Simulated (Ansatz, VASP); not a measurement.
# One calculation of SiC, two programs

```
CELL_PARAMETERS angstrom
0.00000 2.18000 2.18000
2.18000 0.00000 2.18000
2.18000 2.18000 0.00000
ATOMIC_POSITIONS crystal
Si 0.00000 0.00000 0.00000
C 0.25000 0.25000 0.25000
```

Alike in both runs: task single point; functional PBEsol; k mesh 8 × 8 × 8; occupations gaussian, width 0.1 eV; no spin polarisation.

```csv
,VASP,Ansatz
version,VASP 6.6.1,Ansatz 0.2.0
potentials or method,"VASP PAW PBE potentials, release 64 (Si, C), cutoff 600 eV","scalar-relativistic, plane waves, PAW"
valence electrons in the cell,8,8
```

```csv
,VASP,Ansatz,Ansatz less VASP
gap on the k mesh at the Fermi level (eV),1.23,1.24,+0.010
least direct gap on the mesh (eV),4.44,4.46,+0.014
pressure (GPa),-0.3,-0.5,-0.21
```

VASP's potentials were made for PBE, not for PBEsol, and Ansatz warns of the same on its side.
